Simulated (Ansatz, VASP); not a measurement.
## SiC3 in VASP and in Ansatz

File INCAR:

```
SYSTEM = SiC3
ALGO = Normal
EDIFF = 1E-6
EDIFFG = -0.01
ENCUT = 600
GGA = PE
IBRION = 2
ISIF = 3
ISMEAR = 0
LASPH = .True.
LCHARG = .False.
LREAL = .False.
LWAVE = .False.
NELM = 100
NSW = 100
PREC = Accurate
SIGMA = 0.1
```

The input KPOINTS:

```
k-points
0
Gamma
  24 24 8
  0 0 0
```

The input POSCAR:

```
SiC3
1.0
    2.5136656060      0.0000000000      0.0000000000
   -1.2568328030      2.1768982714      0.0000000000
    0.0000000000      0.0000000000      6.5247040459
Si C
1 3
Direct
    0.3333333333      0.6666666667      0.5000000000
    0.3333333333      0.6666666667      0.0000000000
    0.6666666667      0.3333333333      0.1315508565
    0.6666666667      0.3333333333      0.8684491435
```

Input for Ansatz:

```yaml
crystal:
  lattice:
    - [2.513665606, 0.0, 0.0]
    - [-1.256832803, 2.1768982714, 0.0]
    - [0.0, 0.0, 6.5247040459]
  atoms:
    - { symbol: Si, position: [0.3333333333, 0.6666666667, 0.5] }
    - { symbol: C, position: [0.3333333333, 0.6666666667, 0.0] }
    - { symbol: C, position: [0.6666666667, 0.3333333333, 0.1315508565] }
    - { symbol: C, position: [0.6666666667, 0.3333333333, 0.8684491435] }
basis:
  ecutwfc: 420
kpoints:
  mp_grid: { grid: [24, 24, 8] }
hamiltonian:
  xc: pbe
scf:
  occupations: { method: gaussian, width: 0.1 }
output:
  forces: true
  stress: true
  eigenvalues: true
relax:
  adjacent_minimum: "off"
  f_tol: 0.01
  max_steps: 80
  cell: { stress_tol: 0.05 }
```

Alike in both runs: task relaxation of cell and atoms; functional PBE; k mesh 24 × 24 × 8; occupations gaussian, width 0.1 eV; no spin polarisation.

|  | VASP | Ansatz |
| --- | --- | --- |
| version | VASP 6.6.1 | Ansatz 0.2.0 |
| potentials or method | VASP PAW PBE potentials, release 64 (Si, C), cutoff 600 eV | scalar-relativistic, plane waves, PAW |
| valence electrons in the cell | 16 | 16 |

|  | VASP | Ansatz | Ansatz less VASP |
| --- | --- | --- | --- |
| gap on the k mesh at the Fermi level, each at its own relaxed structure (eV) | none | none | - |
| relaxed volume (Å³/atom) | 9.16 | 9.18 | +0.015 |
| relaxed cell length with the largest relative difference (Å) | 6.710 | 6.720 | +0.0098 |

A gap of «none» marks a metal or a gap that the smearing closes.
